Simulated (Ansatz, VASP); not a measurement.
Two plane-wave programs on PtSe2

```
CELL_PARAMETERS angstrom
3.58284 0.00000 0.00000
-1.79142 3.24903 0.00000
0.00000 0.00000 6.52688
ATOMIC_POSITIONS crystal
Pt 0.00000 0.00000 0.00000
Se 0.33333 0.66667 0.20019
Se 0.66667 0.33333 0.79981
```

Change from the starting cell: strain -0.0450 x Voigt [1, 0, 0, 0, 0, 0], atoms carried along.

Alike in both runs: task single point; functional PBE; k mesh 12 × 12 × 4; occupations gaussian, width 0.05 eV; no spin polarisation.

|  | VASP | Ansatz |
| --- | --- | --- |
| version | VASP 6.6.1 | Ansatz 0.2.0 |
| potentials or method | VASP PAW PBE potentials, release 64 (Pt, Se), cutoff 520 eV | scalar-relativistic, plane waves, PAW |
| valence electrons in the cell | 22 | 50 |

|  | VASP | Ansatz | Ansatz less VASP |
| --- | --- | --- | --- |
| gap on the k mesh at the Fermi level (eV) | 0.84 | 0.85 | +0.011 |
| least direct gap on the mesh (eV) | 1.14 | 1.15 | +0.010 |
| pressure (GPa) | 5.3 | 5.3 | +0.02 |
| traceless stress, the component that is largest in VASP (GPa) | 3.77 | 3.77 | +0.001 |
| rms of the force components (eV/Å) | 0.326 | 0.325 | -0.0005 |

Atom by atom the forces differ by 0.000 eV/Å (rms over components). The functional is the same, so the differences come from potentials, cutoffs and numerics. VASP's potentials hold 22 valence electrons a cell and Ansatz's 50, so a difference there can come from the potentials and not from the codes.

Spin-orbit coupling is off throughout.
